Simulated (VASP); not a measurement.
Here is a VASP 6.6.1 calculation.

File INCAR:

```
SYSTEM = W
PREC = Accurate
ENCUT = 500
EDIFF = 1E-6
ISMEAR = 0
SIGMA = 0.15
LREAL = .FALSE.
LASPH = .TRUE.
NELM = 120
ALGO = Normal
ISIF = 2
LWAVE = .FALSE.
LCHARG = .TRUE.
GGA = PE
LELF = .TRUE.
LVHAR = .TRUE.
NBANDS = 13
GGA_COMPAT = .FALSE.
```

KPOINTS

```
regular mesh
0
G
  26 26 26
  0 0 0
```

POSCAR

```
W
1.0
   -1.5917793224      1.6017279432      1.6017279432
    1.5917793224     -1.5818307016      1.5818307016
    1.5917793224      1.5818307016     -1.5818307016
W
1
Direct
    0.0000000000      0.0000000000      0.0000000000
```

Potentials or basis: VASP PAW PBE potentials, release 64 (W_sv).

The run is started by

```bash
$ cat potpaw_PBE.64/W_sv/POTCAR > POTCAR
$ mpirun -np 1 vasp_std > vasp.out
```

Estimate the pressure.

0.5 GPa.

Predict the band gap on the k mesh.

zero (bands 7 and 8 overlap by 6.04 eV).

Stress tensor (GPa, compression positive):
```
 0.56  0.00  0.00
 0.00  0.54 -1.81
 0.00 -1.81  0.54
```

Caveat: the cell differs from its parent crystal (strain +0.0125 x Voigt [0, 0, 0, 1, 0, 0]); spin-orbit coupling is left out, which moves the levels of the heavy elements.
